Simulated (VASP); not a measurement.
# GaPdC2N2 (C2/m) in VASP: single point with PBE

Aim: the single point of GaPdC2N2 with PBE.

Everything below comes from runs of VASP 6.6.1. Logs are shortened: lines on timing, memory, paths and dates and some standing lists are left out, and cuts for length are marked.

## 1. The cell of the first run

The typed cell holds 6 atoms: a = 3.024 Å, b = 3.024 Å, c = 10.344 Å, α = 90.01°, β = 90.01°, γ = 60.00°.

## 2. Single point, PBE

Input file INCAR:

```
SYSTEM = GaPdC2N2
PREC     = Accurate       ! precision mode
ENCUT    = 520            ! plane-wave cutoff, eV
EDIFF    = 1E-7           ! SCF threshold, eV
ISMEAR   = 0              ! smearing method
SIGMA    = 0.1            ! smearing width, eV
LREAL    = .False.        ! projectors in reciprocal space
LASPH    = .True.         ! aspherical terms in the spheres
NELM     = 80             ! most SCF steps
ALGO     = Normal         ! electronic algorithm
ISIF     = 2              ! what is computed and relaxed
LWAVE    = .False.        ! write WAVECAR
LCHARG   = .True.         ! write CHGCAR
GGA      = PE             ! functional
LELF     = .True.         ! ELF
LVHAR    = .True.       
NBANDS   = 30             ! bands
```

Input file KPOINTS:

```
regular mesh
0
Gamma
  14 14 4
  0 0 0
```

Input file POSCAR:

```
GaPdC2N2
1.0
    2.6184134524     -1.5118177959      0.0197452540
    2.6184134524      1.5118177959      0.0197452540
   -0.0796860995      0.0000000000     10.3435205839
Ga Pd C N
1 1 2 2
Direct
    0.0000000000      0.0000000000      0.0000000000
    0.0000000000      0.0000000000      0.5000000000
    0.9999053442      0.9999053442      0.8003493325
    0.0000946558      0.0000946558      0.1996506675
    0.9999433332      0.9999433332      0.6879092576
    0.0000566668      0.0000566668      0.3120907424
```

Potentials or basis: VASP PAW PBE potentials, release 64 (Ga_d, Pd, C, N).

Started as:

```bash
$ cat potpaw_PBE.64/Ga_d/POTCAR potpaw_PBE.64/Pd/POTCAR potpaw_PBE.64/C/POTCAR potpaw_PBE.64/N/POTCAR > POTCAR
$ mpirun -np 1 vasp_std > vasp.out
```

OUTCAR:

```text
SYSTEM = GaPdC2N2
   PREC = Accurate
   ENCUT = 520
   EDIFF = 1E-7
   ISMEAR = 0
   LREAL = .False.
   LASPH = .True.
   NELM = 80
   ISIF = 2
   GGA = PE

 ion  position               nearest neighbor table
   1  0.000  0.000  0.000-   3 2.07   4 2.07
   2  0.000  0.000  0.500-   5 1.94   6 1.94
   3  1.000  1.000  0.800-   5 1.16   1 2.07
   4  0.000  0.000  0.200-   6 1.16   1 2.07
   5  1.000  1.000  0.688-   3 1.16   2 1.94
   6  0.000  0.000  0.312-   4 1.16   2 1.94

  LATTYP: Found a base centered monoclinic cell.
 ALAT       =     5.2369758001
 B/A-ratio  =     0.5773629108
 C/A-ratio  =     1.9751528217
 COS(beta)  =    -0.0001630306

  Lattice vectors:

 A1 = (   2.6184134524,  -1.5118177959,   0.0197452540)
 A2 = (   2.6184134524,   1.5118177959,   0.0197452540)
 A3 = (  -0.0796860995,   0.0000000000,  10.3435205839)

Analysis of symmetry for initial positions (statically):
=====================================================================
 Subroutine PRICEL returns:
 Original cell was already a primitive cell.

 Routine SETGRP: Setting up the symmetry group for a
 base centered monoclinic supercell.

 Subroutine GETGRP returns: Found  4 space group operations
 (whereof  4 operations were pure point group operations)
 out of a pool of  4 trial point group operations.

The static configuration has the point symmetry C_2h.

Analysis of symmetry for dynamics (positions and initial velocities):
=====================================================================
 Subroutine PRICEL returns:
 Original cell was already a primitive cell.

 Routine SETGRP: Setting up the symmetry group for a
 base centered monoclinic supercell.

 Subroutine GETGRP returns: Found  4 space group operations
 (whereof  4 operations were pure point group operations)
 out of a pool of  4 trial point group operations.

The dynamic configuration has the point symmetry C_2h.

 Subroutine INISYM returns: Found  4 space group operations
 (whereof  4 operations are pure point group operations),
 and found     1 'primitive' translations

----------------------------------------------------------------------------------------

                                     Primitive cell

  volume of cell :      81.8957

  direct lattice vectors                    reciprocal lattice vectors
     2.618413452 -1.511817796  0.019745254     0.190944235 -0.330727685  0.001471027
     2.618413452  1.511817796  0.019745254     0.190944235  0.330727685  0.001471027
    -0.079686099  0.000000000 10.343520584    -0.000729006  0.000000000  0.096673265

  length of vectors
     3.023585939  3.023585939 10.343827529     0.381893528  0.381893528  0.096676014

  position of ions in fractional coordinates (direct lattice)
     0.000000000  0.000000000  0.000000000
     1.000000000  1.000000000  0.500000000
     0.999905344  0.999905344  0.800349332
     0.000094656  0.000094656  0.199650668
     0.999943333  0.999943333  0.687909258
     0.000056667  0.000056667  0.312090742

  ion indices of the primitive-cell ions
   primitive index   ion index
                 1           1
                 2           2
                 3           3
                 4           4
                 5           5
                 6           6

----------------------------------------------------------------------------------------

 KPOINTS: regular mesh

Automatic generation of k-mesh.
 Grid dimensions read from file:
 generate k-points for:   14   14    4

 Generating k-lattice:

  Cartesian coordinates                     Fractional coordinates (reciprocal lattice)
     0.013638874 -0.023623406  0.000105073     0.071428571 -0.000000000  0.000000000
     0.013638874  0.023623406  0.000105073    -0.000000000  0.071428571  0.000000000
    -0.000182251  0.000000000  0.024168316    -0.000000000 -0.000000000  0.250000000

  Length of vectors
     0.027278109  0.027278109  0.024169003

  Shift w.r.t. Gamma in fractional coordinates (k-lattice)
     0.000000000  0.000000000  0.000000000

 Subroutine IBZKPT returns following result:
 ===========================================

 Found    219 irreducible k-points:

 Following reciprocal coordinates:
            Coordinates               Weight
  0.000000  0.000000  0.000000      1.000000
  0.071429 -0.000000  0.000000      4.000000
  0.142857 -0.000000 -0.000000      4.000000
  0.214286 -0.000000  0.000000      4.000000
  0.285714 -0.000000  0.000000      4.000000
  0.357143 -0.000000  0.000000      4.000000
[... 16 lines left out ...]
  0.214286  0.142857 -0.000000      4.000000
  0.285714  0.142857 -0.000000      4.000000
 [... further k-points ...]
   k-points           NKPTS =    219   k-points in BZ     NKDIM =    219   number of bands    NBANDS=     30
   number of dos      NEDOS =    301   number of ions     NIONS =      6
   total plane-waves  NPLWV =  46080
   dimension x,y,z NGX =    24 NGY =   24 NGZ =   80
   dimension x,y,z NGXF=    48 NGYF=   48 NGZF=  160
   ions per type =               1   1   2   2
   NGX,Y,Z   is equivalent  to a cutoff of  13.20, 13.20, 12.86 a.u.
   NGXF,Y,Z  is equivalent  to a cutoff of  26.39, 26.39, 25.72 a.u.
 SYSTEM =  GaPdC2N2
   PREC   = accura    normal or accurate (medium, high low for compatibility)
   ISTART =      0    job   : 0-new  1-cont  2-samecut
   ICHARG =      2    charge: 1-file 2-atom 10-const
   ISPIN  =      1    spin polarized calculation?
   LNONCOLLINEAR =      F non collinear calculations
   LSORBIT =      F    spin-orbit coupling
   LASPH  =      T    aspherical Exc in radial PAW
   ENCUT  =  520.0 eV  38.22 Ry    6.18 a.u.   5.62  5.62 19.23*2*pi/ulx,y,z
   NELM   =     80;   NELMIN=  2; NELMDL= -5     # of ELM steps
   EDIFF  = 0.1E-06   stopping-criterion for ELM
   LREAL  =      F    real-space projection
   EDIFFG = 0.1E-05   stopping-criterion for IOM
   NSW    =      0    number of steps for IOM
   IBRION =     -1    ionic relax: 0-MD 1-quasi-New 2-CG
   NFREE  =      0    steps in history (QN), initial steepest desc. (CG)
   ISIF   =      2    stress and relaxation
   ISYM   =      2    0-nonsym 1-usesym 2-fastsym
   POTIM  = 0.5000    time-step for ionic-motion
   TEBEG  =    0.0;   TEEND  =   0.0 temperature during run
   PSTRESS=    0.0 pullay stress
   NELECT =      41.0000    total number of electrons
   NUPDOWN=      -1.0000    fix difference up-down
   EMIN   =  10.00;   EMAX   =-10.00  energy-range for DOS
   EFERMI =   0.00;   METHOD = LEGACY
   ISMEAR =     0;   SIGMA  =   0.10  broadening in eV -4-tet -1-fermi 0-gaus
   EFERMI_NEDOS =   21; number of points for ismear=-14 and -15
   IALGO  =     38    algorithm
   IMIX   =      4    mixing-type and parameters
     AMIX     =   0.40;   BMIX     =  1.00
     AMIX_MAG =   1.60;   BMIX_MAG =  1.00
  volume/ion in A,a.u.               =      13.65        92.11
  Fermi-wavevector in a.u.,A,eV,Ry     =   1.299917  2.456487 22.990917  1.689785
  Thomas-Fermi vector in A             =   2.431150
   LORBIT       =      0    0 simple, 1 ext, 2 COOP (PROOUT), +10 PAW based schemes
   GGA     = PE    functional components
   LHFCALC =     F    Hartree Fock is set to
   AEXX    =    0.0000 exact exchange contribution
   IVDW    =     0    specifies the selected vdW correction
   LEPSILON=     F    determine dielectric tensor
   LRPA    =     F    only Hartree local field effects (RPA)
 non-spin polarized calculation
 Gauss-broadening in eV      SIGMA  =   0.10
  energy-cutoff  :      520.00
  volume of cell :       81.90
 maximum number of plane-waves:      2234
   NGX = 11   NGY = 11   NGZ = 39

 number of electron      40.9999985 magnetization

 Free energy of the ion-electron system (eV)
  ---------------------------------------------------
  ext. energy  EPLUGINS =         0.00000000
  ---------------------------------------------------
  free energy    TOTEN  =       -39.75064614 eV

  energy without entropy =      -39.73978229  energy(sigma->0) =      -39.74521422

 E-fermi :   3.1406     XC(G=0): -10.3728

 val. band max:        3.1342318132   @ k =   0.4286   0.2143   0.0000
 cond. band min:       3.1555836617   @ k =  -0.3571   0.0714   0.2500
 fundamental gap:      0.0213518485
 Fermi energy:         3.1405946853

 k-point     1 :       0.0000    0.0000    0.0000
  band No.  band energies     occupation
      1     -14.9621      2.00000
      2     -14.8584      2.00000
      3     -11.0732      2.00000
      4     -10.9680      2.00000
      5     -10.9680      2.00000
      6     -10.7924      2.00000
[... 22 lines left out ...]
     29      13.0481      0.00000
     30      14.5583      0.00000

 k-point     2 :       0.0714   -0.0000    0.0000
  band No.  band energies     occupation
      1     -14.9337      2.00000
      2     -14.8305      2.00000
      3     -11.0683      2.00000
      4     -10.9703      2.00000
      5     -10.9593      2.00000
      6     -10.7985      2.00000
[... 22 lines left out ...]
     29      13.1871      0.00000
     30      14.8249      0.00000

 k-point     3 :       0.1429   -0.0000   -0.0000
  band No.  band energies     occupation
      1     -14.8526      2.00000
      2     -14.7510      2.00000
      3     -11.0561      2.00000
      4     -10.9758      2.00000
      5     -10.9350      2.00000
      6     -10.8157      2.00000
[... 22 lines left out ...]
     29      12.9340      0.00000
     30      14.1336      0.00000

 k-point     4 :       0.2143   -0.0000    0.0000
  band No.  band energies     occupation
      1     -14.7324      2.00000
      2     -14.6326      2.00000
      3     -11.0452      2.00000
      4     -10.9783      2.00000
      5     -10.8997      2.00000
      6     -10.8400      2.00000
[... 616 lines left out ...]
     29      12.9342      0.00000
     30      14.1337      0.00000

 k-point    23 :       0.2143    0.1429   -0.0000
  band No.  band energies     occupation
      1     -14.7782      2.00000
      2     -14.6778      2.00000
      3     -11.0456      2.00000
      4     -10.9801      2.00000
      5     -10.9138      2.00000
      6     -10.8301      2.00000
[... 22 lines left out ...]
     29      13.1074      0.00000
     30      13.2792      0.00000

 k-point    24 :       0.2857    0.1429   -0.0000
  band No.  band energies     occupation
      1     -14.6678      2.00000
      2     -14.5690      2.00000
      3     -11.0295      2.00000
      4     -10.9853      2.00000
      5     -10.8859      2.00000
      6     -10.8493      2.00000
[... 22 lines left out ...]
     29      12.4114      0.00000
     30      13.5563      0.00000

 [... further k-points ...]

------------------------ aborting loop because EDIFF is reached ----------------------------------------

  FORCE on cell =-STRESS in cart. coord.  units (eV):
  Direction    XX          YY          ZZ          XY          YZ          ZX
  --------------------------------------------------------------------------------------
  -------------------------------------------------------------------------------------
  Total       -0.0606070     -0.0610304      0.7010119      0.0000000      0.0000000     -0.0062776
  in kB       -1.1856930     -1.1939751     13.7143329      0.0000000      0.0000000     -0.1228131
  external PRESSURE =       3.7782216 kB  Pullay stress =       0.0000000 kB

 VOLUME and BASIS-vectors are now :
 -----------------------------------------------------------------------------
  energy-cutoff  :      520.00
  volume of cell :       81.90
      direct lattice vectors                 reciprocal lattice vectors
     2.618413452 -1.511817796  0.019745254     0.190944235 -0.330727685  0.001471027
     2.618413452  1.511817796  0.019745254     0.190944235  0.330727685  0.001471027
    -0.079686099  0.000000000 10.343520584    -0.000729006  0.000000000  0.096673265

 POSITION                                       TOTAL-FORCE (eV/Angst)
 -----------------------------------------------------------------------------------
      0.00000      0.00000      0.00000         0.000000      0.000000      0.000000
     -0.03984      0.00000      5.17176         0.000000     -0.000000      0.000000
      5.17255      0.00000      8.31792        -0.002345     -0.000000      0.402585
     -0.01541      0.00000      2.06509         0.002345     -0.000000     -0.402585
      5.18171      0.00000      7.15489         0.003304     -0.000000     -0.434622
     -0.02457      0.00000      3.22812        -0.003304     -0.000000      0.434622
 -----------------------------------------------------------------------------------
    total drift:                               -0.000000     -0.000000      0.000000

  FREE ENERGIE OF THE ION-ELECTRON SYSTEM (eV)
  ---------------------------------------------------
  free  energy   TOTEN  =       -39.7506461410 eV

  energy  without entropy=      -39.7397822915  energy(sigma->0) =      -39.74521422
```

Run time: 3.9 min. Hardware: 1 thread of Intel Xeon 6975P-C (Granite Rapids), shared host; peak memory 0.63 GiB.

Results:

```
Free energy            : -39.7506 eV
Pressure               : 0.4 GPa
Largest force          : 0.435 eV/Å
Band gap on the k mesh : zero (an odd number of electrons rules out a gap without spin polarisation)
```

Forces in eV/Å, atoms in the order of the input:
```
Ga   0.000  0.000  0.000
Pd   0.000  0.000  0.000
C   -0.002  0.000  0.403
C    0.002  0.000 -0.403
N    0.003  0.000 -0.435
N   -0.003  0.000  0.435
```
